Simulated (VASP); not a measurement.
Here is a VASP 6.6.1 calculation.

POSCAR

```
Li2Se
1.0
    0.0000000000      3.0230989995      3.0230989995
    3.0230989995      0.0000000000      3.0230989995
    3.0230989995      3.0230989995      0.0000000000
Li Se
2 1
Direct
    0.2500000000      0.2500000000      0.2500000000
    0.7500000000      0.7500000000      0.7500000000
    0.0000000000      0.0000000000      0.0000000000
```

INCAR.step1

```
ALGO = Normal ; EDIFF = 1E-5
ENCUT = 830 ; GGA = PE
GGA_COMPAT = False ; ISMEAR = 0
LASPH = True ; LCHARG = False
LREAL = False ; LWAVE = True
NBANDS = 13 ; NELM = 120
PREC = Accurate ; SIGMA = 0.01
```

The input INCAR.step2:

```
ALGO = Normal ; EDIFF = 1E-6
ENCUT = 830 ; GGA_COMPAT = False
ISIF = 2 ; ISMEAR = 0
ISTART = 1 ; LASPH = True
LCHARG = False ; LMIXTAU = True
LREAL = False ; LWAVE = False
METAGGA = R2SCAN ; NBANDS = 13
NELM = 120 ; PREC = Accurate
SIGMA = 0.01
```

The input KPOINTS:

```
k-points
0
Gamma
  6 6 6
```

Potentials or basis: VASP PAW PBE potentials, release 64 (Li_sv, Se).

Launch:

```sh
$ cat potpaw_PBE.64/Li_sv/POTCAR potpaw_PBE.64/Se/POTCAR > POTCAR
$ cp INCAR.step1 INCAR
$ mpirun -np 1 vasp_std > vasp.out
$ cp INCAR.step2 INCAR
$ mpirun -np 1 vasp_std > vasp.out
```

Task: Estimate the pressure.

Result: -1.2 GPa.

Task: Predict the band gap on the k mesh.

Result: 3.48 eV (least direct gap 4.04 eV).

Caveat: the PAW data sets were made with another functional, which shifts forces and pressure a little. A k mesh can miss the band edges.
